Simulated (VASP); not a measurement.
A run of VASP 6.6.1 is set up as follows.

The input INCAR:

```
SYSTEM = AlN
PREC     = Accurate       ! precision mode
ENCUT    = 520            ! plane-wave cutoff, eV
EDIFF    = 1E-6           ! SCF threshold, eV
ISMEAR   = 0              ! smearing method
SIGMA    = 0.05           ! smearing width, eV
LREAL    = .False.        ! projectors in reciprocal space
LASPH    = .True.         ! aspherical terms in the spheres
NELM     = 80             ! most SCF steps
ALGO     = Normal         ! electronic algorithm
ISIF     = 2              ! what is computed and relaxed
LWAVE    = .False.        ! write WAVECAR
LCHARG   = .True.         ! write CHGCAR
LELF     = .True.         ! ELF
LVHAR    = .True.       
NBANDS   = 16             ! bands
```

Contents of KPOINTS:

```
regular mesh
0
Gamma
  9 9 6
  0 0 0
```

File POSCAR:

```
AlN
1.0
    3.1504000000      0.0000000000      0.0000000000
   -1.5752000000      2.7283264321      0.0000000000
    0.0000000000      0.0000000000      4.5481000000
Al N
2 2
Direct
    0.3333333333      0.6666666667     -0.0127119740
    0.6666666667      0.3333333333      0.4872880260
    0.3333333333      0.6666666667      0.3977119740
    0.6666666667      0.3333333333      0.8977119740
```

Potentials or basis: VASP PAW LDA potentials, release 64 (Al, N).

Command:

```sh
$ cat potpaw_LDA.64/Al/POTCAR potpaw_LDA.64/N/POTCAR > POTCAR
$ mpirun -np 1 vasp_std > vasp.out
```

Task: Estimate the pressure.

Result: 7.3 GPa.

Task: Estimate the largest force.

Result: 0.015 eV/Å.

Task: What does it give for the band gap on the k mesh?

Result: 4.07 eV, direct.

Stress tensor (GPa, compression positive):
```
 2.09  0.00  0.00
 0.00  2.09  0.00
 0.00  0.00 17.58
```

A k mesh can miss the band edges. As with any semilocal functional, this LDA gap is likely too small.
